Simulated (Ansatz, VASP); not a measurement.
# CuO: VASP beside Ansatz

Contents of INCAR:

```
SYSTEM = CuO
  ALGO = Normal
  EDIFF = 1E-6
  ENCUT = 700
  GGA = CA
  GGA_COMPAT = .False.
  ISIF = 2
  ISMEAR = -1
  LASPH = .True.
  LCHARG = .False.
  LDAU = .True.
  LDAUJ = 0 0
  LDAUL = 2 -1
  LDAUPRINT = 1
  LDAUTYPE = 2
  LDAUU = 5 0
  LMAXMIX = 4
  LREAL = .False.
  LWAVE = .False.
  NBANDS = 33
  NELM = 200
  PREC = Accurate
  SIGMA = 0.05
```

KPOINTS

```
k-points
0
Gamma
  10 10 6
  0 0 0
```

The input POSCAR:

```
CuO
1.0
    3.1795331000      0.0000000000      0.0000000000
   -1.5897665500      2.7535564400      0.0000000000
    0.0000000000      0.0000000000      4.4314907300
Cu O
2 2
Direct
    0.0000000000      0.0000000000      0.0000000000
    0.0000000000      0.0000000000      0.5000000000
    0.3333333333      0.6666666667      0.2500000000
    0.6666666667      0.3333333333      0.7500000000
```

The input input.yaml:

```yaml
crystal:
  lattice:
    - [3.1795331, 0.0, 0.0]
    - [-1.58976655, 2.75355644, 0.0]
    - [0.0, 0.0, 4.43149073]
  atoms:
    - { symbol: Cu, position: [0.0, 0.0, 0.0] }
    - { symbol: Cu, position: [0.0, 0.0, 0.5] }
    - { symbol: O, position: [0.3333333333, 0.6666666667, 0.25] }
    - { symbol: O, position: [0.6666666667, 0.3333333333, 0.75] }
hamiltonian:
  xc: lda
  pseudopotentials: { kind: paw }
  hubbard: { sites: [{ species: Cu, l: d, u_eff: 5.0 }] }
kpoints:
  mp_grid: { grid: [10, 10, 6] }
scf:
  occupations: { method: fermi_dirac, width: 0.05 }
  n_extra_bands: 10
output:
  forces: true
  stress: true
  eigenvalues: true
  dos: { projected: true, de: 0.05, nscf_kmesh: { grid: [15, 15, 9] } }
```

Alike in both runs: functional LDA; k mesh 10 × 10 × 6; occupations fermi-dirac, width 0.05 eV; no spin polarisation; Hubbard terms Cu d U = 5.0 eV.

```csv
,VASP,Ansatz
version,VASP 6.6.1,Ansatz 0.2.0
potentials or method,"VASP PAW LDA potentials, release 64 (Cu_sv_GW, O)",Ansatz PAW
plane-wave cutoff (eV),700,420
valence electrons in the cell,50,50
task,single point,projected density of states
```

VASP gave:

- gap on the k mesh at the Fermi level (eV): none
- pressure (GPa): -13.9
- traceless stress, the component that is largest in VASP (GPa): 27.95

Estimate Ansatz's values.

gap on the k mesh at the Fermi level (eV): none; pressure (GPa): -7.2; traceless stress, the component that is largest in VASP (GPa): 26.73.

LDA's correlation is that of Perdew and Zunger in VASP and of Perdew and Wang (1992) in Ansatz. The programs project onto different local orbitals, so the same U acts differently, and such runs can settle in different states. A gap of «none» marks a metal or a gap that the smearing closes.

Noted on Ansatz's run: Pulay correction over one GPa.
